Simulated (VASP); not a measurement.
SnO, 4 atoms in the cell. The structure is monoclinic, space group C2/m (No. 12). Conventional cell: a = 5.459 Å, b = 5.296 Å, c = 4.837 Å, α = 90.00°, β = 92.41°, γ = 90.00°. Within 2.9 Å of Sn (site symmetry m) lie 4 O at 2.19 to 2.25 Å. O (site symmetry 2) has 4 Sn at 2.19 to 2.25 Å and 4 O at 2.65 to 2.73 Å within 2.9 Å.  This cell differs from its parent crystal: equal xy, yz and zx shear strains of +3 %.

- Program: VASP 6.6.1
- Task: single point
- Functional: PBEsol
- Potentials or basis: VASP PAW PBE potentials, release 64 (Sn_d, O)
- Cutoff: 520 eV
- k mesh: 8 × 8 × 6
- Occupations: fermi-dirac, width 0.01 eV
- Spin: no spin polarisation
- Dipole correction: no
- Further INCAR settings: ALGO = Normal; EDIFF = 1e-06; NBANDS = 28

Potentials or basis: VASP PAW PBE potentials, release 64 (Sn_d, O).

The run is started by

```console
$ cat potpaw_PBE.64/Sn_d/POTCAR potpaw_PBE.64/O/POTCAR > POTCAR
$ mpirun -np 1 vasp_std > vasp.out
```

Hardware: 1 thread of Intel(R) Xeon(R) 6975P-C (Granite Rapids), on a shared host.

How long does it take, and how much memory?

Wall time 2.9 min on 1 thread of Intel(R) Xeon(R) 6975P-C (Granite Rapids), with other jobs on the host, peak memory 0.3 GiB. Counts: scf iterations 14, k points 114.
